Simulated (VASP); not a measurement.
# Rh (P6_3/mmc) in VASP: a series of runs, part 2 of 2

VASP 6.6.1.

**5. Single point, PBE, collinear spin, ferromagnetic start (15.79 Å³/atom)**

This run uses another cell than the first one, of 15.79 Å³/atom.

INCAR

```
SYSTEM = Rh
ALGO = Normal
EDIFF = 1E-6
ENCUT = 500
GGA = PE
GGA_COMPAT = .FALSE.
ISIF = 2
ISMEAR = 0
ISPIN = 2
LASPH = .TRUE.
LCHARG = .FALSE.
LMAXMIX = 4
LORBIT = 11
LREAL = .FALSE.
LWAVE = .FALSE.
MAGMOM = 1 1
NBANDS = 26
NELM = 200
NUPDOWN = 2.0
PREC = Accurate
SIGMA = 0.15
```

KPOINTS

```
k-points
0
G
  21 21 12
  0 0 0
```

POSCAR

```
Rh
1.0
    2.8297519717      0.0000000000      0.0000000000
   -1.4148759859      2.4506370939      0.0000000000
    0.0000000000      0.0000000000      4.5539132325
Rh
2
Direct
    0.6666666667      0.3333333333      0.7500000000
    0.3333333333      0.6666666667      0.2500000000
```

Potentials or basis: VASP PAW PBE potentials, release 64 (Rh_pv).

On the command line:

```sh
$ cat potpaw_PBE.64/Rh_pv/POTCAR > POTCAR
$ mpirun -np 1 vasp_std > vasp.out
```

OUTCAR:

```text
SYSTEM = Rh
   EDIFF = 1E-6
   ENCUT = 500
   GGA = PE
   ISIF = 2
   ISMEAR = 0
   ISPIN = 2
   LASPH = .TRUE.
   LORBIT = 11
   LREAL = .FALSE.
   NELM = 200
   NUPDOWN = 2.0
   PREC = Accurate

 ion  position               nearest neighbor table
   1  0.667  0.333  0.750-   2 2.80   2 2.80   2 2.80   2 2.80   2 2.80   2 2.80
   2  0.333  0.667  0.250-   1 2.80   1 2.80   1 2.80   1 2.80   1 2.80   1 2.80

  LATTYP: Found a hexagonal cell.
 ALAT       =     2.8297519717
 C/A-ratio  =     1.6092976621

  Lattice vectors:

 A1 = (   2.8297519717,   0.0000000000,   0.0000000000)
 A2 = (  -1.4148759859,   2.4506370939,   0.0000000000)
 A3 = (   0.0000000000,   0.0000000000,   4.5539132325)

Analysis of symmetry for initial positions (statically):
=====================================================================
 Subroutine PRICEL returns:
 Original cell was already a primitive cell.

 Routine SETGRP: Setting up the symmetry group for a
 hexagonal supercell.

 Subroutine GETGRP returns: Found 24 space group operations
 (whereof 12 operations were pure point group operations)
[... 1585 lines left out ...]
     26      31.2619      0.00000

 [... further k-points ...]

------------------------ aborting loop because EDIFF is reached ----------------------------------------

  FORCE on cell =-STRESS in cart. coord.  units (eV):
  Direction    XX          YY          ZZ          XY          YZ          ZX
  --------------------------------------------------------------------------------------
  -------------------------------------------------------------------------------------
  Total       -3.3138220     -3.3138220     -3.4233224      0.0000000     -0.0000000      0.0000000
  in kB     -168.1231923   -168.1231923   -173.6785773      0.0000000     -0.0000000      0.0000000
  external PRESSURE =    -169.9749873 kB  Pullay stress =       0.0000000 kB

 VOLUME and BASIS-vectors are now :
 -----------------------------------------------------------------------------
  energy-cutoff  :      500.00
  volume of cell :       31.58
      direct lattice vectors                 reciprocal lattice vectors
     2.829751972  0.000000000  0.000000000     0.353387862  0.204028577  0.000000000
    -1.414875986  2.450637094  0.000000000     0.000000000  0.408057155  0.000000000
     0.000000000  0.000000000  4.553913233     0.000000000  0.000000000  0.219591360

 POSITION                                       TOTAL-FORCE (eV/Angst)
 -----------------------------------------------------------------------------------
      1.41488      0.81688      3.41543         0.000000      0.000000      0.000000
     -0.00000      1.63376      1.13848        -0.000000     -0.000000      0.000000
 -----------------------------------------------------------------------------------
    total drift:                               -0.000000      0.000000     -0.000000

  FREE ENERGIE OF THE ION-ELECTRON SYSTEM (eV)
  ---------------------------------------------------
  free  energy   TOTEN  =       -14.1042005957 eV

  energy  without entropy=      -14.0600609534  energy(sigma->0) =      -14.08213077

 total charge

# of ion       s       p       d       tot
------------------------------------------
    1        0.357   6.219   7.004  13.580
    2        0.357   6.219   7.004  13.580
--------------------------------------------------
tot          0.714  12.439  14.007  27.160

 magnetization (x)

# of ion       s       p       d       tot
------------------------------------------
    1       -0.003  -0.005   1.015   1.008
    2       -0.003  -0.005   1.015   1.008
--------------------------------------------------
tot         -0.005  -0.009   2.030   2.016
```

OSZICAR:

```text
N       E                     dE             d eps       ncg     rms          rms(c)
DAV:   1     0.327518225334E+03    0.32752E+03   -0.17893E+04 35096   0.127E+03
DAV:   2    -0.669724916507E+01   -0.33422E+03   -0.32020E+03 36178   0.407E+02
DAV:   3    -0.149173271300E+02   -0.82201E+01   -0.81476E+01 39994   0.709E+01
DAV:   4    -0.149725382733E+02   -0.55211E-01   -0.55195E-01 38854   0.585E+00
DAV:   5    -0.149733572495E+02   -0.81898E-03   -0.81889E-03 41402   0.742E-01    0.111E+01
DAV:   6    -0.141171700255E+02    0.85619E+00   -0.18065E+00 36968   0.135E+01    0.389E+00
DAV:   7    -0.141060553687E+02    0.11115E-01   -0.40609E-02 40696   0.144E+00    0.221E+00
DAV:   8    -0.140990641547E+02    0.69912E-02   -0.10329E-02 40224   0.963E-01    0.868E-01
DAV:   9    -0.141041348069E+02   -0.50707E-02   -0.16160E-03 41374   0.417E-01    0.999E-02
DAV:  10    -0.141042006550E+02   -0.65848E-04   -0.11544E-04 38642   0.938E-02    0.190E-02
DAV:  11    -0.141042005957E+02    0.59295E-07   -0.34875E-06 43194   0.172E-02
   1 F= -.14104201E+02 E0= -.14082131E+02  d E =-.441396E-01  mag=     2.0000
```

stdout:

```text
POSCAR found type information on POSCAR Rh
 POSCAR found :  1 types and       2 ions
 scaLAPACK will be used
 LDA part: xc-table for (Slater+PW92), standard interpolation
 POSCAR, INCAR and KPOINTS ok, starting setup
 FFT: planning ... GRIDC
 FFT: planning ... GRID_SOFT
 FFT: planning ... GRID
 WAVECAR not read
 entering main loop
```

Run time: 2.3 min. Hardware: 1 thread of Intel Xeon 6975P-C (Granite Rapids), shared host; peak memory 0.43 GiB.

What came out:

- Free energy: -14.1042 eV
- Pressure: -17.0 GPa
- Net moment: 2.00 μB per cell
- Site moments: Rh +1.01 μB
- Valence electrons inside the program's atomic spheres: Rh 13.58

Caveat: the cell stands under tension; the total moment is fixed, so each spin has its own Fermi level.

**6. Overview**

```csv
spin,fixed moment (μB),cell,pressure (GPa),moment (μB)
collinear,0.25,"a = 2.725, b = 2.725, c = 4.385 Å, angles 90.0, 90.0, 120.0°, 2 atoms",0.3,0.25
"collinear, ferromagnetic start",1.25,"a = 2.669, b = 2.669, c = 4.296 Å, angles 90.0, 90.0, 120.0°, 2 atoms",21.4,1.25
"collinear, ferromagnetic start",1.25,"a = 2.550, b = 2.550, c = 4.104 Å, angles 90.0, 90.0, 120.0°, 2 atoms",87.9,1.25
"collinear, ferromagnetic start",2.0,"a = 2.830, b = 2.830, c = 4.554 Å, angles 90.0, 90.0, 120.0°, 2 atoms",-17.0,2.00
```

Alike in all rows: task single point; level PBE; potentials or basis VASP PAW PBE potentials, release 64 (Rh_pv); k mesh 21 × 21 × 12; cutoff (eV) 500; smearing gaussian 0.15 eV.

Caveats: the total moment is fixed, so each spin has its own Fermi level; the cell stands under pressure (at least some runs); the cell stands under tension (at least some runs).

Total energies depend on the potentials used, so only differences within one code and one set of settings carry meaning.
